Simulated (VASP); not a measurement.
# Bi2Te2Pb2S3 (P-3m1) in VASP: electric field gradients with PBE

Aim: the electric field gradients of Bi2Te2Pb2S3 with PBE.

Program: VASP 6.6.1. These are calculated values, not measurements. Logs are shortened: lines on timing, memory, paths and dates and some standing lists are left out, and cuts for length are marked.

## 1. The cell of the first run

It takes space group P-3m1 (No. 164, trigonal). The conventional cell has a = 4.258 Å, b = 4.258 Å, c = 16.943 Å, α = 90.00°, β = 90.00°, γ = 120.00°. Bi (site symmetry 3m) has 3 S at 3.02 Å and 3 Te at 3.04 Å within 4.0 Å. Within 4.0 Å of Te (site symmetry 3m) lie 3 Bi at 3.04 Å and 3 Te at 3.90 Å. Pb (site symmetry 3m) has 6 S at 2.99 to 3.00 Å within 3.9 Å. Within 3.9 Å of S (site symmetry 3m) lie 3 Pb at 2.99 Å and 3 Bi at 3.02 Å. S (site symmetry -3m) has 6 Pb at 3.00 Å within 3.9 Å.

## 2. Electric field gradients, PBE

Contents of INCAR:

```
  PREC = Accurate
  ENCUT = 520
  EDIFF = 1E-8
  ISMEAR = -1
  SIGMA = 0.02
  LREAL = F
  LASPH = T
  NELM = 80
  ALGO = Normal
  ISIF = 2
  LWAVE = F
  LCHARG = F
  GGA = PE
  LEFG = T
  NBANDS = 54
```

Contents of KPOINTS:

```
Automatic mesh
0
Gamma
  8 8 2
```

Contents of POSCAR:

```
Bi2Te2Pb2S3
1.0
    4.2578790273      0.0000000000      0.0000000000
   -2.1289395137      3.6874314039      0.0000000000
    0.0000000000      0.0000000000     16.9431000000
Bi Te Pb S
2 2 2 3
Direct
    0.0000000000      0.0000000000      0.1947700000
    0.0000000000      0.0000000000      0.8052300000
    0.3333333333      0.6666666667      0.9106000000
    0.6666666667      0.3333333333      0.0894000000
    0.3333333333      0.6666666667      0.6012300000
    0.6666666667      0.3333333333      0.3987700000
    0.3333333333      0.6666666667      0.2981700000
    0.6666666667      0.3333333333      0.7018300000
    0.0000000000      0.0000000000      0.5000000000
```

Potentials or basis: VASP PAW PBE potentials, release 64 (Bi_d, Te, Pb_d, S).

Started as:

```
cat potpaw_PBE.64/Bi_d/POTCAR potpaw_PBE.64/Te/POTCAR potpaw_PBE.64/Pb_d/POTCAR potpaw_PBE.64/S/POTCAR > POTCAR
mpirun -np 1 vasp_std > vasp.out
```

OUTCAR:

```text
PREC = Accurate
   ENCUT = 520
   EDIFF = 1E-8
   ISMEAR = -1
   LREAL = F
   LASPH = T
   NELM = 80
   ISIF = 2
   GGA = PE

 ion  position               nearest neighbor table
   1  0.000  0.000  0.195-   7 3.02   7 3.02   7 3.02   4 3.04   4 3.04   4 3.04
   2  0.000  0.000  0.805-   8 3.02   8 3.02   8 3.02   3 3.04   3 3.04   3 3.04
   3  0.333  0.667  0.911-   2 3.04   2 3.04   2 3.04
   4  0.667  0.333  0.089-   1 3.04   1 3.04   1 3.04
   5  0.333  0.667  0.601-   8 2.99   8 2.99   8 2.99   9 3.00   9 3.00   9 3.00
   6  0.667  0.333  0.399-   7 2.99   7 2.99   7 2.99   9 3.00   9 3.00   9 3.00
   7  0.333  0.667  0.298-   6 2.99   6 2.99   6 2.99   1 3.02   1 3.02   1 3.02
   8  0.667  0.333  0.702-   5 2.99   5 2.99   5 2.99   2 3.02   2 3.02   2 3.02
   9  0.000  0.000  0.500-   5 3.00   6 3.00   6 3.00   5 3.00   6 3.00   5 3.00

  LATTYP: Found a hexagonal cell.
 ALAT       =     4.2578790273
 C/A-ratio  =     3.9792347061

  Lattice vectors:

 A1 = (   4.2578790273,   0.0000000000,   0.0000000000)
 A2 = (  -2.1289395137,   3.6874314039,   0.0000000000)
 A3 = (   0.0000000000,   0.0000000000,  16.9431000000)

Analysis of symmetry for initial positions (statically):
=====================================================================
 Subroutine PRICEL returns:
 Original cell was already a primitive cell.

 Routine SETGRP: Setting up the symmetry group for a
 hexagonal supercell.

 Subroutine GETGRP returns: Found 12 space group operations
 (whereof 12 operations were pure point group operations)
 out of a pool of 24 trial point group operations.

The static configuration has the point symmetry D_3d.

Analysis of symmetry for dynamics (positions and initial velocities):
=====================================================================
 Subroutine PRICEL returns:
 Original cell was already a primitive cell.

 Routine SETGRP: Setting up the symmetry group for a
 hexagonal supercell.

 Subroutine GETGRP returns: Found 12 space group operations
 (whereof 12 operations were pure point group operations)
 out of a pool of 24 trial point group operations.

The dynamic configuration has the point symmetry D_3d.

 Subroutine INISYM returns: Found 12 space group operations
 (whereof 12 operations are pure point group operations),
 and found     1 'primitive' translations

----------------------------------------------------------------------------------------

                                     Primitive cell

  volume of cell :     266.0175

  direct lattice vectors                    reciprocal lattice vectors
     4.257879027  0.000000000  0.000000000     0.234858716  0.135595743  0.000000000
    -2.128939514  3.687431404  0.000000000     0.000000000  0.271191485  0.000000000
     0.000000000  0.000000000 16.943100000     0.000000000  0.000000000  0.059021076

  length of vectors
     4.257879027  4.257879027 16.943100000     0.271191485  0.271191485  0.059021076

  position of ions in fractional coordinates (direct lattice)
     0.000000000  0.000000000  0.194770000
     0.000000000  0.000000000  0.805230000
     0.333333333  0.666666667  0.910600000
     0.666666667  0.333333333  0.089400000
     0.333333333  0.666666667  0.601230000
     0.666666667  0.333333333  0.398770000
     0.333333333  0.666666667  0.298170000
     0.666666667  0.333333333  0.701830000
     0.000000000  0.000000000  0.500000000

  ion indices of the primitive-cell ions
   primitive index   ion index
                 1           1
                 2           2
                 3           3
                 4           4
                 5           5
                 6           6
                 7           7
                 8           8
                 9           9

----------------------------------------------------------------------------------------

[... 73 lines left out ...]
   TEBEG  =    0.0;   TEEND  =   0.0 temperature during run
   PSTRESS=    0.0 pullay stress
   NELECT =      88.0000    total number of electrons
   NUPDOWN=      -1.0000    fix difference up-down
   EMIN   =  10.00;   EMAX   =-10.00  energy-range for DOS
   EFERMI =   0.00;   METHOD = LEGACY
   ISMEAR =    -1;   SIGMA  =   0.02  broadening in eV -4-tet -1-fermi 0-gaus
   EFERMI_NEDOS =   21; number of points for ismear=-14 and -15
   IALGO  =     38    algorithm
   IMIX   =      4    mixing-type and parameters
     AMIX     =   0.40;   BMIX     =  1.00
     AMIX_MAG =   1.60;   BMIX_MAG =  1.00
  volume/ion in A,a.u.               =      29.56       199.46
  Fermi-wavevector in a.u.,A,eV,Ry     =   1.132224  2.139593 17.441731  1.281931
  Thomas-Fermi vector in A             =   2.268925
   LORBIT       =      0    0 simple, 1 ext, 2 COOP (PROOUT), +10 PAW based schemes
   GGA     = PE    functional components
   LHFCALC =     F    Hartree Fock is set to
   AEXX    =    0.0000 exact exchange contribution
   IVDW    =     0    specifies the selected vdW correction
   LEPSILON=     F    determine dielectric tensor
   LRPA    =     F    only Hartree local field effects (RPA)
 non-spin polarized calculation
  energy-cutoff  :      520.00
  volume of cell :      266.02
 maximum number of plane-waves:      7202
 NGX is ok and might be reduce to    32
   NGX = 15   NGY = 15   NGZ = 63

 number of electron      87.9999984 magnetization

 Free energy of the ion-electron system (eV)
  ---------------------------------------------------
  ext. energy  EPLUGINS =         0.00000000
  ---------------------------------------------------
  free energy    TOTEN  =       -37.13559165 eV

  energy without entropy =      -37.13559107  energy(sigma->0) =      -37.13559136

 E-fermi :   5.7589     XC(G=0):  -9.4017

 val. band max:        5.5723786790   @ k =   0.0000   0.0000   0.0000
 cond. band min:       5.9455054939   @ k =   0.0000   0.0000   0.0000
 fundamental gap:      0.3731268149
 Fermi energy:         5.7589420808

 k-point     1 :       0.0000    0.0000    0.0000
  band No.  band energies     occupation
      1     -17.4478      2.00000
      2     -17.4478      2.00000
      3     -17.4478      2.00000
      4     -17.4478      2.00000
      5     -17.4395      2.00000
      6     -17.4395      2.00000
[... 1129 lines left out ...]
     53       9.7299      0.00000
     54       9.9276      0.00000

------------------------ aborting loop because EDIFF is reached ----------------------------------------

  FORCE on cell =-STRESS in cart. coord.  units (eV):
  Direction    XX          YY          ZZ          XY          YZ          ZX
  --------------------------------------------------------------------------------------
  -------------------------------------------------------------------------------------
  Total        1.5063266      1.5063266      1.7651557     -0.0000000      0.0000000      0.0000000
  in kB        9.0723454      9.0723454     10.6312285     -0.0000000      0.0000000      0.0000000
  external PRESSURE =       9.5919731 kB  Pullay stress =       0.0000000 kB

 VOLUME and BASIS-vectors are now :
 -----------------------------------------------------------------------------
  energy-cutoff  :      520.00
  volume of cell :      266.02
      direct lattice vectors                 reciprocal lattice vectors
     4.257879027  0.000000000  0.000000000     0.234858716  0.135595743  0.000000000
    -2.128939514  3.687431404  0.000000000     0.000000000  0.271191485  0.000000000
     0.000000000  0.000000000 16.943100000     0.000000000  0.000000000  0.059021076

 POSITION                                       TOTAL-FORCE (eV/Angst)
 -----------------------------------------------------------------------------------
      0.00000      0.00000      3.30001        -0.000000      0.000000      0.065594
      0.00000      0.00000     13.64309         0.000000      0.000000     -0.065594
     -0.00000      2.45829     15.42839        -0.000000      0.000000      0.061473
      2.12894      1.22914      1.51471        -0.000000     -0.000000     -0.061473
     -0.00000      2.45829     10.18670        -0.000000      0.000000      0.004218
      2.12894      1.22914      6.75640         0.000000     -0.000000     -0.004218
     -0.00000      2.45829      5.05192        -0.000000     -0.000000      0.022477
      2.12894      1.22914     11.89118         0.000000      0.000000     -0.022477
      0.00000      0.00000      8.47155        -0.000000      0.000000      0.000000
 -----------------------------------------------------------------------------------
    total drift:                               -0.000000     -0.000000      0.000000

  FREE ENERGIE OF THE ION-ELECTRON SYSTEM (eV)
  ---------------------------------------------------
  free  energy   TOTEN  =       -37.1355916466 eV

  energy  without entropy=      -37.1355910729  energy(sigma->0) =      -37.13559136

 Electric field gradients (V/A^2)
---------------------------------------------------------------------
 ion       V_xx      V_yy      V_zz      V_xy      V_xz      V_yz
---------------------------------------------------------------------
   1       1.496     1.494    -2.990    -0.002     0.000    -0.000
   2       1.496     1.494    -2.990    -0.002     0.000    -0.000
   3      -2.760    -2.760     5.520    -0.000     0.000    -0.000
   4      -2.760    -2.760     5.520    -0.000     0.000    -0.000
   5      -2.133    -2.134     4.266    -0.001     0.000    -0.000
   6      -2.133    -2.134     4.266    -0.001     0.000    -0.000
   7      -0.916    -0.916     1.832     0.000    -0.000     0.000
   8      -0.916    -0.916     1.832     0.000    -0.000     0.000
   9       1.109     1.110    -2.218     0.001     0.000    -0.000
---------------------------------------------------------------------

 Electric field gradients after diagonalization (V/A^2)
 (convention: |V_zz| > |V_xx| > |V_yy|)
----------------------------------------------------------------------
 ion       V_xx      V_yy      V_zz     asymmetry (V_yy - V_xx)/ V_zz
----------------------------------------------------------------------
   1       1.497     1.493    -2.990       0.002
   2       1.497     1.493    -2.990       0.002
   3      -2.760    -2.760     5.520       0.000
   4      -2.760    -2.760     5.520       0.000
   5      -2.134    -2.132     4.266       0.000
   6      -2.134    -2.132     4.266       0.000
   7      -0.916    -0.916     1.832       0.000
   8      -0.916    -0.916     1.832       0.000
   9       1.110     1.108    -2.218       0.001
----------------------------------------------------------------------

           NMR quadrupolar parameters

 Cq : quadrupolar parameter    Cq=e*Q*V_zz/h
 eta: asymmetry parameters     (V_yy - V_xx)/ V_zz
 Q  : nuclear electric quadrupole moment in mb (millibarn)
----------------------------------------------------------------------
 ion       Cq(MHz)       eta       Q (mb)
----------------------------------------------------------------------
   1      -0.007       0.002       1.000
   2      -0.007       0.002       1.000
   3       0.013       0.000       1.000
   4       0.013       0.000       1.000
   5       0.010       0.000       1.000
   6       0.010       0.000       1.000
   7       0.004       0.000       1.000
   8       0.004       0.000       1.000
   9      -0.005       0.001       1.000
----------------------------------------------------------------------
```

Wall time 4.1 min (1 thread of Intel Xeon 6975P-C (Granite Rapids), shared host); peak memory 0.52 GiB.

Results:

- Free energy: -37.1356 eV
- Pressure: 1.0 GPa
- Largest force: 0.066 eV/Å
- Band gap on the k mesh: 0.37 eV
- Largest electric field gradient by atom: Bi -3.0; Te +5.5; Pb +4.3; S +1.8, -2.2 (each value once) V/Å²

Forces on the atoms (eV/Å):
```
Bi   0.000  0.000  0.066
Bi   0.000  0.000 -0.066
Te   0.000  0.000  0.061
Te   0.000  0.000 -0.061
Pb   0.000  0.000  0.004
Pb   0.000  0.000 -0.004
S    0.000  0.000  0.022
S    0.000  0.000 -0.022
S    0.000  0.000  0.000
```

Stress tensor (GPa, compression positive):
```
0.91 0.00 0.00
0.00 0.91 0.00
0.00 0.00 1.06
```

Levels at points of the mesh, in eV from the valence-band top:
| k point | band 42 | band 43 | band 44 | band 45 | band 46 | band 47 |
| --- | --- | --- | --- | --- | --- | --- |
| (0.00, 0.00, 0.00) | -0.83 | -0.83 | 0.00 | 0.37 | 1.27 | 1.47 |
| (0.50, 0.00, 0.00) | -1.44 | -1.16 | -0.63 | 1.13 | 1.67 | 1.85 |
| (0.00, 0.00, 0.50) | -0.84 | -0.59 | -0.31 | 0.75 | 1.01 | 1.61 |
| (0.50, 0.00, 0.50) | -1.47 | -1.24 | -0.47 | 0.84 | 1.91 | 2.00 |

Electric field gradients, principal values (V/Å²):
| atom | least | middle | greatest (by size) |
| --- | --- | --- | --- |
| 1 Bi | 1.493 | 1.497 | -2.990 |
| 2 Bi | 1.493 | 1.497 | -2.990 |
| 3 Te | -2.760 | -2.760 | 5.520 |
| 4 Te | -2.760 | -2.760 | 5.520 |
| 5 Pb | -2.132 | -2.134 | 4.266 |
| 6 Pb | -2.132 | -2.134 | 4.266 |
| 7 S | -0.916 | -0.916 | 1.832 |
| 8 S | -0.916 | -0.916 | 1.832 |
| 9 S | 1.108 | 1.110 | -2.218 |

Caveat: without QUAD_EFG the Cq values of the log hold for a quadrupole moment of 1 mb, not for the nuclei; spin-orbit coupling is left out, which moves the levels of the heavy elements; this functional lacks dispersion, which binds layers or chains, so the pressure and a relaxed spacing across them are unreliable.
